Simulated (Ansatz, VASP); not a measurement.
## BaTiO3 in VASP and in Ansatz

```xyz
5
Lattice="2.8461 1.6432 2.3337 -2.8461 1.6432 2.3337 0.0000 -3.2864 2.3337" Properties=species:S:1:pos:R:3 pbc="T T T"
Ba    0.0000    0.0000    0.0000
Ti    0.0000    0.0000    3.3921
O     1.3977   -0.8070    2.4147
O    -1.3977   -0.8070    2.4147
O     0.0000    1.6139    2.4147
```

Change from the starting cell: volume scaled by 1.02.

Alike in both runs: task single point; functional PBEsol; k mesh 7 × 7 × 7; occupations fermi-dirac, width 0.05 eV; no spin polarisation.

|  | VASP | Ansatz |
| --- | --- | --- |
| version | VASP 6.6.1 | Ansatz 0.2.0 |
| potentials or method | VASP PAW PBE potentials, release 64 (Ba_sv, Ti_sv, O), cutoff 600 eV | all-electron LAPW, scalar-relativistic |

```csv
,VASP,Ansatz,Ansatz less VASP
gap on the k mesh at the Fermi level (eV),2.35,2.40,+0.048
least direct gap on the mesh (eV),2.70,2.71,+0.010
pressure (GPa),-2.9,-4.4,-1.56
"traceless stress, the component that is largest in VASP (GPa)",0.03,0.07,+0.046
rms of the force components (eV/Å),0.051,0.073,+0.0222
```

VASP's potentials were made for PBE, not for PBEsol. Atom by atom the forces differ by 0.026 eV/Å (rms over components). Ansatz ran all-electron here, and VASP with PAW potentials.

Neither program's run includes spin-orbit coupling.
